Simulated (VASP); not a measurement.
Input of a VASP 6.6.1 run:

Contents of INCAR:

```
SYSTEM = InP
  PREC = Accurate
  ENCUT = 520
  EDIFF = 1E-6
  ISMEAR = 0
  SIGMA = 0.05
  LREAL = .False.
  LASPH = .True.
  NELM = 60
  ALGO = Normal
  ISIF = 2
  LWAVE = .False.
  LCHARG = .True.
  LELF = .True.
  LVHAR = .True.
  NBANDS = 16
```

The input KPOINTS:

```
regular mesh
0
Gamma
  12 12 12
  0 0 0
```

Contents of POSCAR:

```
InP
1.0
    0.0000000000      3.2141430654      2.8468937692
    2.8468937692      0.0000000000      2.8468937692
    2.8468937692      3.2141430654      0.0000000000
In P
1 1
Direct
    0.0000000000      0.0000000000      0.0000000000
    0.7500000000      0.7500000000      0.7500000000
```

Potentials or basis: VASP PAW LDA potentials, release 64 (In_d, P).

Run with:

```sh
$ cat potpaw_LDA.64/In_d/POTCAR potpaw_LDA.64/P/POTCAR > POTCAR
$ mpirun -np 1 vasp_std > vasp.out
```

(1) Predict the band gap on the k mesh.

(2) Estimate the pressure.

Results:

(1) 0.01 eV.

(2) -3.5 GPa.

Caveat: the stress differs along the axes, from -8 to -1 GPa; semilocal functionals underestimate gaps, and a narrow one can read as zero; spin-orbit coupling is left out, which moves the levels of the heavy elements.
